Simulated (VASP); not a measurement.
**SiB5: single point with PBE**

Crystal: SiB5.

```
Si B
1.0
     2.84345    0.00000    0.00000
    -1.42172    2.46250    0.00000
     0.00000    0.00000    7.32920
Si B
1 5
Direct
  0.66667 0.33333 0.50000
  0.33333 0.66667 0.12480
  0.33333 0.66667 0.87520
  0.66667 0.33333 0.77643
  0.66667 0.33333 0.22357
  0.66667 0.33333 0.00000
```

The cell was generated, and may not be a known phase.

* Program: VASP 6.6.1
* Task: single point
* Functional: PBE
* Potentials or basis: VASP PAW PBE potentials, release 64 (Si, B)
* Cutoff: 500 eV
* k mesh: 5 × 5 × 3
* Occupations: gaussian, width 0.2 eV
* Spin: no spin polarisation

```
Pressure               : 0.0 GPa
Largest force          : 0.015 eV/Å
Band gap on the k mesh : zero (an odd number of electrons rules out a gap without spin polarisation)
```

Forces in eV/Å, atoms in the order of the input:
```
Si   0.000  0.000  0.000
B    0.000  0.000  0.011
B    0.000  0.000 -0.011
B    0.000  0.000 -0.015
B    0.000  0.000  0.015
B    0.000  0.000  0.000
```

Levels at points of the mesh, in eV from the Fermi level:
| k point | band 8 | band 9 | band 10 | band 11 | band 12 | band 13 |
| --- | --- | --- | --- | --- | --- | --- |
| (0.00, 0.00, 0.00) | 1.87 | 1.87 | 2.46 | 4.08 | 5.49 | 5.49 |

Wall time 8 s on 1 thread of Intel(R) Xeon(R) Platinum 8375C CPU @ 2.90GHz (Ice Lake), on a shared host, peak memory 0.16 GiB.

Caveat: the k points lie up to 0.51 Å⁻¹ apart, too coarse for converged energies and pressures of a metal.
